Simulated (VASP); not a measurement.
Here is a VASP 6.6.1 calculation.

INCAR

```
SYSTEM = CsI
ALGO     = Normal         ! electronic algorithm
EDIFF    = 1E-6           ! SCF threshold, eV
ENCUT    = 500            ! plane-wave cutoff, eV
GGA      = PE             ! functional
GGA_COMPAT= .False.      
ISIF     = 2              ! what is computed and relaxed
ISMEAR   = 0              ! smearing method
LASPH    = .True.         ! aspherical terms in the spheres
LCHARG   = .False.        ! write CHGCAR
LREAL    = .False.        ! projectors in reciprocal space
LWAVE    = .False.        ! write WAVECAR
NBANDS   = 15             ! bands
NELM     = 120            ! most SCF steps
PREC     = Accurate       ! precision mode
SIGMA    = 0.02           ! smearing width, eV
```

File KPOINTS:

```
k-points
0
Gamma
  6 6 6
  0 0 0
```

The input POSCAR:

```
CsI
1.0
    4.7122167296      0.0000000000      0.0000000000
    0.0000000000      4.7122167296      0.0000000000
    0.0000000000      0.0000000000      4.7122167296
Cs I
1 1
Direct
    0.0000000000      0.0000000000      0.0000000000
    0.5000000000      0.5000000000      0.5000000000
```

Potentials or basis: VASP PAW PBE potentials, release 64 (Cs_sv, I).

Launch:

```console
$ cat potpaw_PBE.64/Cs_sv/POTCAR potpaw_PBE.64/I/POTCAR > POTCAR
$ mpirun -np 1 vasp_std > vasp.out
```

**Question.** What does it give for the band gap on the k mesh?

**Answer.** 3.59 eV, indirect (least direct gap 3.69 eV).

**Question.** Predict the pressure.

**Answer.** -0.2 GPa.

Caveat: spin-orbit coupling is left out, which moves the levels of the heavy elements. A k mesh can miss the band edges.
